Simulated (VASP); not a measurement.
Wanted: the native input for a VASP 6.6.1 run.

```yaml
Task: single point
Functional: r2SCAN
Potentials_or_basis: VASP PAW PBE potentials, release 64 (Ba_sv, Ti_sv, O)
Cutoff: 520 eV
k_mesh: 6 × 6 × 6
Occupations: gaussian, width 0.02 eV
Spin: no spin polarisation
Hubbard_terms: Ti d U = 4.0 eV
Dipole_correction: no
Further_INCAR_settings: ALGO = Normal; EDIFF = 1e-06; NBANDS = 28
```

BaTiO3:

```
Ba Ti O
1.0
     2.75175    1.59071    2.24989
    -2.75175    1.59071    2.24989
     0.00000   -3.45122    2.44008
Ba Ti O
1 1 3
Cartesian
  0.0000 -0.0592 0.0029
  0.0000 -0.2519 3.5137
  -1.3759 0.7006 4.5274
  0.0000 -1.7569 4.5778
  1.3759 0.7006 4.5274
```

The input as run:

POSCAR

```
BaTiO3
1.0
    2.7517517546      1.5907086103      2.2498864340
   -2.7517517546      1.5907086103      2.2498864340
    0.0000000000     -3.4512181599      2.4400759386
Ba Ti O
1 1 3
Direct
   -0.0057755654     -0.0057755654      0.0118189879
    0.4942227804      0.4942227804      0.5285795061
    0.4941934853      0.9942152829      0.4830187870
    0.4942450168      0.4942450168      0.9646649318
    0.9942152829      0.4941934853      0.4830187870
```

INCAR.step1

```
SYSTEM = BaTiO3
PREC = Accurate ; ENCUT = 520
ISMEAR = 0 ; SIGMA = 0.02
LREAL = .False. ; LASPH = .True.
NELM = 150 ; LMAXMIX = 4
LDAU = .True. ; LDAUTYPE = 2
LDAUL = -1 2 -1 ; LDAUU = 0 4 0
LDAUJ = 0 0 0 ; NBANDS = 28
GGA = PE ; ALGO = Normal
EDIFF = 1E-4 ; LWAVE = .True.
LCHARG = .False.
```

INCAR.step2

```
SYSTEM = BaTiO3
PREC = Accurate ; ENCUT = 520
EDIFF = 1E-6 ; ISMEAR = 0
SIGMA = 0.02 ; LREAL = .False.
LASPH = .True. ; NELM = 150
ALGO = Normal ; ISIF = 2
LWAVE = .False. ; LCHARG = .False.
LMAXMIX = 4 ; LDAU = .True.
LDAUTYPE = 2 ; LDAUL = -1 2 -1
LDAUU = 0 4 0 ; LDAUJ = 0 0 0
LDAUPRINT = 1 ; METAGGA = R2SCAN
LMIXTAU = .True. ; NBANDS = 28
ISTART = 1
```

KPOINTS

```
regular mesh
0
Gamma
  6 6 6
  0 0 0
```

Potentials or basis: VASP PAW PBE potentials, release 64 (Ba_sv, Ti_sv, O).

Launch:

```console
$ cat potpaw_PBE.64/Ba_sv/POTCAR potpaw_PBE.64/Ti_sv/POTCAR potpaw_PBE.64/O/POTCAR > POTCAR
$ cp INCAR.step1 INCAR
$ mpirun -np 1 vasp_std > vasp.out
$ cp INCAR.step2 INCAR
$ mpirun -np 1 vasp_std > vasp.out
```

It gave:

```
Pressure               : 9.3 GPa
Largest force          : 0.666 eV/Å
Band gap on the k mesh : 2.82 eV, indirect (least direct gap 3.44 eV)
```

Caveat: the PAW data sets were made with another functional, which shifts forces and pressure a little; spin-orbit coupling is left out, which moves the levels of the heavy elements.

It took 5.8 min on 1 thread of Oxide Virtual Turin-like Processor, with other jobs on the host, peak memory 0.23 GiB.
